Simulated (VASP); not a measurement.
Input of a VASP 6.6.1 run:

File INCAR:

```
SYSTEM = AlCo
PREC     = Accurate       ! precision mode
ENCUT    = 520            ! plane-wave cutoff, eV
EDIFF    = 1E-6           ! SCF threshold, eV
ISMEAR   = 0              ! smearing method
SIGMA    = 0.15           ! smearing width, eV
LREAL    = .False.        ! projectors in reciprocal space
LASPH    = .True.         ! aspherical terms in the spheres
NELM     = 150            ! most SCF steps
ALGO     = Fast           ! electronic algorithm
ISIF     = 2              ! what is computed and relaxed
LWAVE    = .False.        ! write WAVECAR
LCHARG   = .False.        ! write CHGCAR
ISPIN    = 2              ! spin polarisation
MAGMOM   = -0.01 0.16     ! initial moments
LORBIT   = 11             ! projections on sites
LMAXMIX  = 4              ! l up to which the mixer works
GGA      = PE             ! functional
NBANDS   = 17             ! bands
```

The input KPOINTS:

```
regular mesh
0
Gamma
  16 16 16
  0 0 0
```

Contents of POSCAR:

```
AlCo
1.0
    2.9321793384      0.0000000000      0.0000000000
    0.0000000000      2.9321793384      0.0000000000
    0.0000000000      0.0000000000      2.9321793384
Al Co
1 1
Direct
    0.0000000000      0.0000000000      0.0000000000
    0.5000000000      0.5000000000      0.5000000000
```

Potentials or basis: VASP PAW PBE potentials, release 64 (Al, Co).

Command:

```console
$ cat potpaw_PBE.64/Al/POTCAR potpaw_PBE.64/Co/POTCAR > POTCAR
$ mpirun -np 1 vasp_std > vasp.out
```

Question: Predict the band gap on the k mesh.

Answer: Zero (filled and empty bands overlap).

Question: What does it give for the net moment?

Answer: 0.00 μB per cell.

Caveat: the cell differs from its parent crystal (strain +0.040 along x and y, +0.040 along z); the cell stands under tension.
